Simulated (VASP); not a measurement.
# BaH2 (P6_3/mmc) in VASP: further runs

Runs on BaH2. Level: PBEsol. Tasks: single point, relaxation of shape and atoms at fixed volume.

Everything below comes from runs of VASP 6.6.1. Logs are shortened: lines on timing, memory, paths and dates and some standing lists are left out, and cuts for length are marked.

### Step 1. The cell of the first run

Symmetry: P6_3/mmc, No. 194, hexagonal system. The conventional cell has a = 4.478 Å, b = 4.478 Å, c = 6.113 Å, α = 90.00°, β = 90.00°, γ = 120.00°. Ba (site symmetry -6m2) has 11 H at 2.59 to 3.06 Å within 3.4 Å. Within 3.4 Å of H (site symmetry -6m2) lie 5 Ba at 2.59 to 3.06 Å and 6 H at 3.00 Å. H (site symmetry -3m) has 6 Ba at 3.00 Å and 8 H at 3.00 to 3.06 Å within 4.0 Å.

### Step 2. Single point, PBEsol (17.69 Å³/atom)

Input file INCAR:

```
PREC = Accurate
ENCUT = 520
EDIFF = 1E-7
ISMEAR = 0
SIGMA = 0.02
LREAL = False
LASPH = True
NELM = 60
ALGO = Normal
ISIF = 2
LWAVE = False
LCHARG = False
GGA = PS
NBANDS = 21
```

Input file KPOINTS:

```
regular mesh
0
Gamma
  6 6 6
```

Input file POSCAR:

```
BaH2
1.0
    4.4778803053      0.0000000000      0.0000000000
   -2.2389401527      3.8779580995      0.0000000000
    0.0000000000      0.0000000000      6.1129598588
Ba H
2 4
Direct
    0.6666666667      0.3333333333      0.7500000000
    0.3333333333      0.6666666667      0.2500000000
    0.3333333333      0.6666666667      0.7500000000
    0.6666666667      0.3333333333      0.2500000000
    0.0000000000      0.0000000000      0.5000000000
    0.0000000000      0.0000000000      0.0000000000
```

Potentials or basis: VASP PAW PBE potentials, release 64 (Ba_sv, H).

Command:

```console
> cat potpaw_PBE.64/Ba_sv/POTCAR potpaw_PBE.64/H/POTCAR > POTCAR
> mpirun -np 1 vasp_std > vasp.out
```

OUTCAR:

```text
PREC = Accurate
   ENCUT = 520
   EDIFF = 1E-7
   ISMEAR = 0
   LREAL = False
   LASPH = True
   NELM = 60
   ISIF = 2
   GGA = PS

 ion  position               nearest neighbor table
   1  0.667  0.333  0.750-   3 2.59   3 2.59   3 2.59   2 4.00   2 4.00   2 4.00   2 4.00   2 4.00
                             2 4.00
   2  0.333  0.667  0.250-   4 2.59   4 2.59   4 2.59   1 4.00   1 4.00   1 4.00   1 4.00   1 4.00
                             1 4.00
   3  0.333  0.667  0.750-   1 2.59   1 2.59   1 2.59
   4  0.667  0.333  0.250-   2 2.59   2 2.59   2 2.59
   5  0.000  0.000  0.500-
   6  0.000  0.000  0.000-

  LATTYP: Found a hexagonal cell.
 ALAT       =     4.4778803053
 C/A-ratio  =     1.3651458820

  Lattice vectors:

 A1 = (   4.4778803053,   0.0000000000,   0.0000000000)
 A2 = (  -2.2389401527,   3.8779580995,   0.0000000000)
 A3 = (   0.0000000000,   0.0000000000,   6.1129598588)

Analysis of symmetry for initial positions (statically):
=====================================================================
 Subroutine PRICEL returns:
 Original cell was already a primitive cell.

 Routine SETGRP: Setting up the symmetry group for a
 hexagonal supercell.

 Subroutine GETGRP returns: Found 24 space group operations
 (whereof 12 operations were pure point group operations)
 out of a pool of 24 trial point group operations.

The static configuration has the point symmetry D_3d.
 The point group associated with its full space group is D_6h.

Analysis of symmetry for dynamics (positions and initial velocities):
=====================================================================
 Subroutine PRICEL returns:
 Original cell was already a primitive cell.

 Routine SETGRP: Setting up the symmetry group for a
 hexagonal supercell.

 Subroutine GETGRP returns: Found 24 space group operations
 (whereof 12 operations were pure point group operations)
 out of a pool of 24 trial point group operations.

The dynamic configuration has the point symmetry D_3d.
 The point group associated with its full space group is D_6h.

 Subroutine INISYM returns: Found 24 space group operations
 (whereof 12 operations are pure point group operations),
 and found     1 'primitive' translations

----------------------------------------------------------------------------------------

                                     Primitive cell

  volume of cell :     106.1517

  direct lattice vectors                    reciprocal lattice vectors
     4.477880305  0.000000000  0.000000000     0.223319949  0.128933832  0.000000000
    -2.238940153  3.877958099  0.000000000     0.000000000  0.257867665  0.000000000
     0.000000000  0.000000000  6.112959859     0.000000000  0.000000000  0.163586875

  length of vectors
     4.477880305  4.477880305  6.112959859     0.257867665  0.257867665  0.163586875

  position of ions in fractional coordinates (direct lattice)
     0.666666667  0.333333333  0.750000000
     0.333333333  0.666666667  0.250000000
     0.333333333  0.666666667  0.750000000
     0.666666667  0.333333333  0.250000000
     0.000000000  0.000000000  0.500000000
     0.000000000  0.000000000  0.000000000

  ion indices of the primitive-cell ions
   primitive index   ion index
                 1           1
                 2           2
                 3           3
                 4           4
                 5           5
                 6           6

----------------------------------------------------------------------------------------

 KPOINTS: regular mesh

Automatic generation of k-mesh.
 Grid dimensions read from file:
 generate k-points for:    6    6    6

 Generating k-lattice:

  Cartesian coordinates                     Fractional coordinates (reciprocal lattice)
     0.037219991  0.021488972  0.000000000     0.166666667 -0.000000000  0.000000000
     0.000000000  0.042977944  0.000000000     0.000000000  0.166666667  0.000000000
     0.000000000  0.000000000  0.027264479     0.000000000  0.000000000  0.166666667

  Length of vectors
     0.042977944  0.042977944  0.027264479

  Shift w.r.t. Gamma in fractional coordinates (k-lattice)
     0.000000000  0.000000000  0.000000000

 Subroutine IBZKPT returns following result:
 ===========================================

 Found     28 irreducible k-points:

 Following reciprocal coordinates:
            Coordinates               Weight
  0.000000  0.000000  0.000000      1.000000
  0.166667 -0.000000  0.000000      6.000000
  0.333333 -0.000000  0.000000      6.000000
  0.500000  0.000000  0.000000      3.000000
  0.166667  0.166667  0.000000      6.000000
  0.333333  0.166667  0.000000     12.000000
[... 16 lines left out ...]
  0.166667 -0.000000  0.500000      6.000000
  0.333333 -0.000000  0.500000      6.000000
 [... further k-points ...]
   k-points           NKPTS =     28   k-points in BZ     NKDIM =     28   number of bands    NBANDS=     21
   number of dos      NEDOS =    301   number of ions     NIONS =      6
   total plane-waves  NPLWV =  62208
   dimension x,y,z NGX =    36 NGY =   36 NGZ =   48
   dimension x,y,z NGXF=    72 NGYF=   72 NGZF=   96
   ions per type =               2   4
   NGX,Y,Z   is equivalent  to a cutoff of  13.37, 13.37, 13.05 a.u.
   NGXF,Y,Z  is equivalent  to a cutoff of  26.73, 26.73, 26.11 a.u.
 SYSTEM =  unknown system
   PREC   = accura    normal or accurate (medium, high low for compatibility)
   ISTART =      0    job   : 0-new  1-cont  2-samecut
   ICHARG =      2    charge: 1-file 2-atom 10-const
   ISPIN  =      1    spin polarized calculation?
   LNONCOLLINEAR =      F non collinear calculations
   LSORBIT =      F    spin-orbit coupling
   LASPH  =      T    aspherical Exc in radial PAW
   ENCUT  =  520.0 eV  38.22 Ry    6.18 a.u.   8.33  8.33 11.37*2*pi/ulx,y,z
   NELM   =     60;   NELMIN=  2; NELMDL= -5     # of ELM steps
   EDIFF  = 0.1E-06   stopping-criterion for ELM
   LREAL  =      F    real-space projection
   EDIFFG = 0.1E-05   stopping-criterion for IOM
   NSW    =      0    number of steps for IOM
   IBRION =     -1    ionic relax: 0-MD 1-quasi-New 2-CG
   NFREE  =      0    steps in history (QN), initial steepest desc. (CG)
   ISIF   =      2    stress and relaxation
   ISYM   =      2    0-nonsym 1-usesym 2-fastsym
   POTIM  = 0.5000    time-step for ionic-motion
   TEBEG  =    0.0;   TEEND  =   0.0 temperature during run
   PSTRESS=    0.0 pullay stress
   NELECT =      24.0000    total number of electrons
   NUPDOWN=      -1.0000    fix difference up-down
   EMIN   =  10.00;   EMAX   =-10.00  energy-range for DOS
   EFERMI =   0.00;   METHOD = LEGACY
   ISMEAR =     0;   SIGMA  =   0.02  broadening in eV -4-tet -1-fermi 0-gaus
   EFERMI_NEDOS =   21; number of points for ismear=-14 and -15
   IALGO  =     38    algorithm
   IMIX   =      4    mixing-type and parameters
     AMIX     =   0.40;   BMIX     =  1.00
     AMIX_MAG =   1.60;   BMIX_MAG =  1.00
  volume/ion in A,a.u.               =      17.69       119.39
  Fermi-wavevector in a.u.,A,eV,Ry     =   0.997324  1.884669 13.533101  0.994655
  Thomas-Fermi vector in A             =   2.129472
   LORBIT       =      0    0 simple, 1 ext, 2 COOP (PROOUT), +10 PAW based schemes
   GGA     = PS    functional components
   LHFCALC =     F    Hartree Fock is set to
   AEXX    =    0.0000 exact exchange contribution
   IVDW    =     0    specifies the selected vdW correction
   LEPSILON=     F    determine dielectric tensor
   LRPA    =     F    only Hartree local field effects (RPA)
 non-spin polarized calculation
 Gauss-broadening in eV      SIGMA  =   0.02
  energy-cutoff  :      520.00
  volume of cell :      106.15
 maximum number of plane-waves:      2879
 NGX is ok and might be reduce to    36
   NGX = 17   NGY = 17   NGZ = 23

 number of electron      23.9999999 magnetization

 Free energy of the ion-electron system (eV)
  ---------------------------------------------------
  ext. energy  EPLUGINS =         0.00000000
  ---------------------------------------------------
  free energy    TOTEN  =       -20.41340966 eV

  energy without entropy =      -20.41340966  energy(sigma->0) =      -20.41340966

 E-fermi :   1.1580     XC(G=0):  -8.7743

 val. band max:        1.0254219885   @ k =   0.0000   0.0000   0.0000
 cond. band min:       2.4302752088   @ k =   0.3333   0.3333   0.5000
 fundamental gap:      1.4048532203
 Fermi energy:         1.1580419767

 k-point     1 :       0.0000    0.0000    0.0000
  band No.  band energies     occupation
      1     -26.1432      2.00000
      2     -25.9808      2.00000
      3     -11.9611      2.00000
      4     -11.1554      2.00000
      5     -11.1554      2.00000
      6     -10.9222      2.00000
[... 13 lines left out ...]
     20       6.6177      0.00000
     21       6.6190      0.00000

 k-point     2 :       0.1667   -0.0000    0.0000
  band No.  band energies     occupation
      1     -26.1260      2.00000
      2     -25.9827      2.00000
      3     -11.8882      2.00000
      4     -11.2783      2.00000
      5     -11.2010      2.00000
      6     -11.0625      2.00000
[... 13 lines left out ...]
     20       7.2652      0.00000
     21       7.6018      0.00000

 k-point     3 :       0.3333   -0.0000    0.0000
  band No.  band energies     occupation
      1     -26.0857      2.00000
      2     -25.9921      2.00000
      3     -11.7037      2.00000
      4     -11.5349      2.00000
      5     -11.2910      2.00000
      6     -11.2815      2.00000
[... 13 lines left out ...]
     20       7.7365      0.00000
     21       8.1781      0.00000
[... 457 lines left out ...]
 k-point    23 :       0.1667   -0.0000    0.5000
  band No.  band energies     occupation
      1     -26.0549      2.00000
      2     -26.0549      2.00000
      3     -11.5724      2.00000
      4     -11.5724      2.00000
      5     -11.0641      2.00000
      6     -11.0641      2.00000
[... 13 lines left out ...]
     20       6.8442      0.00000
     21       7.3552      0.00000

 k-point    24 :       0.3333   -0.0000    0.5000
  band No.  band energies     occupation
      1     -26.0389      2.00000
      2     -26.0389      2.00000
      3     -11.7569      2.00000
      4     -11.7569      2.00000
      5     -11.1111      2.00000
      6     -11.1111      2.00000
[... 13 lines left out ...]
     20       6.8424      0.00000
     21       7.9785      0.00000

 [... further k-points ...]

------------------------ aborting loop because EDIFF is reached ----------------------------------------

  FORCE on cell =-STRESS in cart. coord.  units (eV):
  Direction    XX          YY          ZZ          XY          YZ          ZX
  --------------------------------------------------------------------------------------
  -------------------------------------------------------------------------------------
  Total       -1.4504048     -1.4504048     -1.4487312      0.0000000     -0.0000000      0.0000000
  in kB      -21.8913563    -21.8913563    -21.8660958      0.0000000     -0.0000000      0.0000000
  external PRESSURE =     -21.8829361 kB  Pullay stress =       0.0000000 kB

 VOLUME and BASIS-vectors are now :
 -----------------------------------------------------------------------------
  energy-cutoff  :      520.00
  volume of cell :      106.15
      direct lattice vectors                 reciprocal lattice vectors
     4.477880305  0.000000000  0.000000000     0.223319949  0.128933832  0.000000000
    -2.238940153  3.877958099  0.000000000     0.000000000  0.257867665  0.000000000
     0.000000000  0.000000000  6.112959859     0.000000000  0.000000000  0.163586875

 POSITION                                       TOTAL-FORCE (eV/Angst)
 -----------------------------------------------------------------------------------
      2.23894      1.29265      4.58472        -0.000000     -0.000000      0.000000
     -0.00000      2.58531      1.52824         0.000000      0.000000      0.000000
     -0.00000      2.58531      4.58472         0.000000      0.000000      0.000000
      2.23894      1.29265      1.52824        -0.000000     -0.000000      0.000000
      0.00000      0.00000      3.05648        -0.000000     -0.000000      0.000000
      0.00000      0.00000      0.00000        -0.000000     -0.000000      0.000000
 -----------------------------------------------------------------------------------
    total drift:                               -0.000000      0.000000     -0.000000

  FREE ENERGIE OF THE ION-ELECTRON SYSTEM (eV)
  ---------------------------------------------------
  free  energy   TOTEN  =       -20.4134096642 eV

  energy  without entropy=      -20.4134096642  energy(sigma->0) =      -20.41340966
```

Run time: 95 s. Hardware: 1 thread of Intel Xeon Platinum 8375C at 2.90GHz (Ice Lake), shared host; peak memory 0.25 GiB.

Results:

```
Free energy            : -20.4134 eV
Pressure               : -2.2 GPa
Band gap on the k mesh : 1.40 eV (least direct gap 2.54 eV)
```

Caveat: the PAW data sets were made with another functional, which shifts forces and pressure a little; spin-orbit coupling is left out, which moves the levels of the heavy elements.

### Step 3. Relaxation of shape and atoms at fixed volume, PBEsol (14.15 Å³/atom)

This run uses another cell than the first one, of 14.15 Å³/atom.

Input file INCAR:

```
SYSTEM = BaH2
PREC = Accurate
ENCUT = 600
EDIFF = 1E-6
ISMEAR = 0
SIGMA = 0.02
LREAL = .FALSE.
LASPH = .TRUE.
NELM = 80
ALGO = Normal
ISIF = 4
LWAVE = .FALSE.
LCHARG = .FALSE.
GGA = PS
IBRION = 2
NSW = 50
EDIFFG = -0.01
```

Input file KPOINTS:

```
regular mesh
0
G
  6 6 6
  0 0 0
```

Edit POSCAR of step 2 so:

```diff
@@ -2,5 +2,5 @@
 1.0
-    4.4778803053      0.0000000000      0.0000000000
-   -2.2389401527      3.8779580995      0.0000000000
-    0.0000000000      0.0000000000      6.1129598588
+    4.2378022575      0.0000000000      0.0000000000
+   -2.1189011287      3.6700444112      0.0000000000
+    0.0000000000      0.0000000000      5.4601568209
 Ba H
```

Potentials or basis: VASP PAW PBE potentials, release 64 (Ba_sv, H).

Command:

```console
> cat potpaw_PBE.64/Ba_sv/POTCAR potpaw_PBE.64/H/POTCAR > POTCAR
> mpirun -np 1 vasp_std > vasp.out
```

OUTCAR:

```text
SYSTEM = BaH2
   PREC = Accurate
   ENCUT = 600
   EDIFF = 1E-6
   ISMEAR = 0
   LREAL = .FALSE.
   LASPH = .TRUE.
   NELM = 80
   ISIF = 4
   GGA = PS
   IBRION = 2
   NSW = 50
   EDIFFG = -0.01

 ion  position               nearest neighbor table
   1  0.667  0.333  0.750-   3 2.45   3 2.45   3 2.45   4 2.73   4 2.73   5 2.80   6 2.80   5 2.80
                             6 2.80   5 2.80   6 2.80   2 3.67   2 3.67   2 3.67   2 3.67   2 3.67
   2  0.333  0.667  0.250-   4 2.45   4 2.45   4 2.45   3 2.73   3 2.73   5 2.80   6 2.80   6 2.80
                             5 2.80   6 2.80   5 2.80   1 3.67   1 3.67   1 3.67   1 3.67   1 3.67
   3  0.333  0.667  0.750-   1 2.45   1 2.45   1 2.45   2 2.73   2 2.73
   4  0.667  0.333  0.250-   2 2.45   2 2.45   2 2.45   1 2.73   1 2.73
   5  0.000  0.000  0.500-   1 2.80   2 2.80   2 2.80   1 2.80   1 2.80   2 2.80
   6  0.000  0.000  0.000-   1 2.80   2 2.80   2 2.80   1 2.80   1 2.80   2 2.80

  LATTYP: Found a hexagonal cell.
[... 288 lines left out ...]
 cond. band min:       3.5994577761   @ k =   0.3333   0.3333   0.5000
 fundamental gap:      1.6719042613
 Fermi energy:         2.0158759028

 k-point     1 :       0.0000    0.0000    0.0000
  band No.  band energies     occupation
      1     -24.9142      2.00000
      2     -24.4650      2.00000
      3     -11.1623      2.00000
      4      -9.9006      2.00000
      5      -9.9006      2.00000
      6      -9.3788      2.00000
[... 433 lines left out ...]
      3     -10.9584      2.00000
      4     -10.9584      2.00000
      5      -9.7701      2.00000
      6      -9.7701      2.00000
[... 8 lines left out ...]
     15       5.6172      0.00000
     16       5.6172      0.00000

 [... further k-points ...]

------------------------ aborting loop because EDIFF is reached ----------------------------------------

  FORCE on cell =-STRESS in cart. coord.  units (eV):
  Direction    XX          YY          ZZ          XY          YZ          ZX
  --------------------------------------------------------------------------------------
  -------------------------------------------------------------------------------------
  Total        3.7633644      3.7633644      3.7180364      0.0000000      0.0000000      0.0000000
  in kB       71.0018605     71.0018605     70.1466753      0.0000000      0.0000000      0.0000000
  external PRESSURE =      70.7167988 kB  Pullay stress =       0.0000000 kB
[... 21 lines left out ...]
  FREE ENERGIE OF THE ION-ELECTRON SYSTEM (eV)
  ---------------------------------------------------
  free  energy   TOTEN  =       -20.1988121862 eV

  energy  without entropy=      -20.1988121862  energy(sigma->0) =      -20.19881219

 reached required accuracy - stopping structural energy minimisation
```

CONTCAR:

```text
BaH2
   1.00000000000000
     4.2445791694061397    0.0000000000035854    0.0000000000000000
    -2.1222895846498848    3.6759133890668698   -0.0000000000000000
     0.0000000000000000    0.0000000000000000    5.4427353236349907
  Ba              H
     2     4
Direct
     0.6666666667000030    0.3333333332999970    0.7500000000000000
     0.3333333332999970    0.6666666667000030    0.2500000000000000
     0.3333333332999970    0.6666666667000030    0.7500000000000000
     0.6666666667000030    0.3333333332999970    0.2500000000000000
     0.0000000000000000    0.0000000000000000    0.5000000000000000
     0.0000000000000000    0.0000000000000000    1.0000000000000000

  0.00000000E+00  0.00000000E+00  0.00000000E+00
  0.00000000E+00  0.00000000E+00  0.00000000E+00
  0.00000000E+00  0.00000000E+00  0.00000000E+00
  0.00000000E+00  0.00000000E+00  0.00000000E+00
  0.00000000E+00  0.00000000E+00  0.00000000E+00
  0.00000000E+00  0.00000000E+00  0.00000000E+00
```

Run time: 2 min. Hardware: 1 thread of Intel Xeon Platinum 8375C at 2.90GHz (Ice Lake), shared host; peak memory 0.24 GiB.

What came out:

```yaml
Free_energy: -20.1988 eV
Energy_gained_by_relaxing: 0.1 meV/atom
Ionic_steps: 3
Pressure_after_relaxing: 7.1 GPa
Band_gap_on_the_k_mesh: 1.67 eV (least direct gap 2.28 eV)
```

Step by step:
| step | energy change (eV) | largest force (eV/Å) | pressure (GPa) | volume (Å³) |
| --- | --- | --- | --- | --- |
| 1 | 0.0000 | 0.0000 | 7.14 | 84.92 |
| 2 | -0.0004 | 0.0000 | 7.10 | 84.92 |
| 3 | -0.0006 | 0.0000 | 7.07 | 84.92 |

Final structure:
```xyz
6
Lattice="4.2446 0.0000 0.0000 -2.1223 3.6759 0.0000 0.0000 0.0000 5.4427" Properties=species:S:1:pos:R:3 pbc="T T T"
Ba    2.1223    1.2253    4.0821
Ba    0.0000    2.4506    1.3607
H     0.0000    2.4506    4.0821
H     2.1223    1.2253    1.3607
H     0.0000    0.0000    2.7214
H     0.0000    0.0000    5.4427
```

Levels at points of the mesh, in eV from the valence-band top:
| k point | band 10 | band 11 | band 12 | band 13 | band 14 | band 15 |
| --- | --- | --- | --- | --- | --- | --- |
| (0.00, 0.00, 0.00) | -3.60 | -0.11 | 0.00 | 2.61 | 2.61 | 3.77 |
| (0.50, 0.00, 0.00) | -2.30 | -1.69 | -1.41 | 2.36 | 4.27 | 4.97 |
| (0.00, 0.00, 0.50) | -3.26 | -0.46 | -0.46 | 2.33 | 2.33 | 2.33 |
| (0.50, 0.00, 0.50) | -2.66 | -0.96 | -0.96 | 2.67 | 2.67 | 4.21 |

Caveat: the PAW data sets were made with another functional, which shifts forces and pressure a little; spin-orbit coupling is left out, which moves the levels of the heavy elements.

(Part 1 of 2 ends here.)
